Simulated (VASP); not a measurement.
A run of VASP 6.6.1 is set up as follows.

POSCAR

```
Ti
1.0
    2.9350879604      0.0000000000      0.0000000000
   -1.4675439802      2.5418607360      0.0000000000
    0.0000000000      0.0000000000      5.0095000000
Ti
2
Direct
    0.3333333333      0.6666666667      0.2500000000
    0.6666666667      0.3333333333      0.7500000000
```

Contents of INCAR.step1:

```
SYSTEM = Ti
PREC = Accurate
ENCUT = 520
ISMEAR = 1
SIGMA = 0.05
LREAL = .FALSE.
LASPH = .TRUE.
NELM = 100
NBANDS = 19
GGA = PE
ALGO = Normal
EDIFF = 1E-4
LWAVE = .TRUE.
LCHARG = .FALSE.
```

File INCAR.step2:

```
SYSTEM = Ti
PREC = Accurate
ENCUT = 520
EDIFF = 1E-6
ISMEAR = 1
SIGMA = 0.05
LREAL = .FALSE.
LASPH = .TRUE.
NELM = 100
ALGO = Normal
ISIF = 2
LWAVE = .FALSE.
LCHARG = .FALSE.
METAGGA = R2SCAN
LMIXTAU = .TRUE.
NBANDS = 19
ISTART = 1
```

KPOINTS

```
regular mesh
0
G
  18 18 10
  0 0 0
```

Potentials or basis: VASP PAW PBE potentials, release 64 (Ti_sv).

Command:

```sh
$ cat potpaw_PBE.64/Ti_sv/POTCAR > POTCAR
$ cp INCAR.step1 INCAR
$ mpirun -np 1 vasp_std > vasp.out
$ cp INCAR.step2 INCAR
$ mpirun -np 1 vasp_std > vasp.out
```

(1) What does it give for the pressure?

(2) Estimate the band gap on the k mesh.

## Answers

(1) -7.5 GPa.

(2) zero (bands 12 and 13 overlap by 0.82 eV).

Caveat: the stress differs along the axes, from -13 to -5 GPa; the PAW data sets were made with another functional, which shifts forces and pressure a little.
